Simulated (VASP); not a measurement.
## GaN: single point with LDA

Crystal: GaN.

```
Ga N
1.0
    -3.15158    0.00000    0.00000
     0.00000    0.00000   -5.13825
     0.00000   -5.45869    0.00000
Ga N
4 4
Cartesian
  -1.5758 -0.9632 -0.0281
  0.0000 -3.5857 0.0117
  0.0000 -1.8730 -2.5574
  -1.5758 -4.4955 -2.5972
  -1.5758 -0.9175 -3.1759
  0.0000 -3.6314 -3.1943
  0.0000 -1.8273 -0.6252
  -1.5758 -4.5412 -0.6067
```

This cell differs from its parent crystal: atoms displaced along a vibrational mode.

* Program: VASP 6.6.1
* Task: single point
* Functional: LDA
* Potentials or basis: VASP PAW LDA potentials, release 64 (Ga_d, N)
* Cutoff: 520 eV
* k mesh: 8 × 6 × 6
* Occupations: gaussian, width 0.05 eV
* Spin: no spin polarisation

```json
{
  "Pressure": "1.8 GPa",
  "Largest force": "1.623 eV/Å",
  "Band gap on the k mesh": "2.12 eV"
}
```

Forces on the atoms (eV/Å):
```
Ga   0.000  1.403  0.815
Ga   0.000 -1.509 -0.120
Ga   0.000  1.509 -0.120
Ga   0.000 -1.403  0.815
N    0.000 -0.008 -0.338
N    0.000 -0.141 -0.357
N    0.000  0.141 -0.357
N    0.000  0.008 -0.338
```

Stress tensor (GPa, compression positive):
```
 2.89  0.00  0.00
 0.00  2.97  0.00
 0.00  0.00 -0.43
```

Levels at points of the mesh, in eV from the valence-band top:
| k point | band 33 | band 34 | band 35 | band 36 | band 37 | band 38 | band 39 | band 40 |
| --- | --- | --- | --- | --- | --- | --- | --- | --- |
| (0.00, 0.00, 0.00) | -0.78 | -0.03 | 0.00 | 0.00 | 2.12 | 4.30 | 4.98 | 5.66 |
| (0.50, 0.00, 0.00) | -2.32 | -2.23 | -2.18 | -1.73 | 5.39 | 6.01 | 6.64 | 6.90 |
| (0.00, 0.50, 0.00) | -0.56 | -0.56 | -0.51 | -0.51 | 4.26 | 4.26 | 4.53 | 4.53 |
| (0.50, 0.50, 0.00) | -1.92 | -1.92 | -1.48 | -1.48 | 5.66 | 5.66 | 6.04 | 6.04 |
| (0.00, 0.00, 0.50) | -0.77 | -0.64 | -0.61 | -0.41 | 4.23 | 4.55 | 5.91 | 6.02 |
| (0.50, 0.00, 0.50) | -2.38 | -2.13 | -1.22 | -1.03 | 4.68 | 5.25 | 5.46 | 5.79 |
| (0.00, 0.50, 0.50) | -1.76 | -1.76 | -1.05 | -1.05 | 5.08 | 5.08 | 5.50 | 5.50 |
| (0.50, 0.50, 0.50) | -2.01 | -2.01 | -1.68 | -1.68 | 4.12 | 4.12 | 4.65 | 4.65 |

Run time: 8.3 min on 1 thread of Intel Xeon 8259CL, on a shared host, peak memory 0.33 GiB.

Caveat: the cell differs from its parent crystal (atoms displaced along a vibrational mode); forces of over 1 eV/Å act on the atoms, so gaps and moduli don't describe the material at rest.
